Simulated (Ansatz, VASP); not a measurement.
Two plane-wave programs on Al

```xyz
4
Lattice="2.9326 0.0000 0.0000 -1.4663 2.5397 0.0000 0.0000 0.0000 10.0395" Properties=species:S:1:pos:R:3 pbc="T T T"
Al    0.0000    0.0000    0.0000
Al    0.0000    1.6931    2.5099
Al    0.0000    0.0000    5.0198
Al    1.4663    0.8466    7.5296
```

Alike in both runs: task single point; functional PBE; dispersion D3(BJ); k mesh 18 × 18 × 4; occupations gaussian, width 0.15 eV; no spin polarisation.

|  | VASP | Ansatz |
| --- | --- | --- |
| version | VASP 6.6.1 | Ansatz 0.2.0 |
| potentials or method | VASP PAW PBE potentials, release 64 (Al), cutoff 520 eV | scalar-relativistic, plane waves, PAW |
| valence electrons in the cell | 12 | 12 |

|  | VASP | Ansatz | Ansatz less VASP |
| --- | --- | --- | --- |
| gap on the k mesh at the Fermi level (eV) | none | none | - |
| pressure (GPa) | -9.5 | -9.5 | +0.01 |
| traceless stress, the component that is largest in VASP (GPa) | -0.62 | -0.62 | -0.005 |

A gap of «none» marks a metal or a gap that the smearing closes.
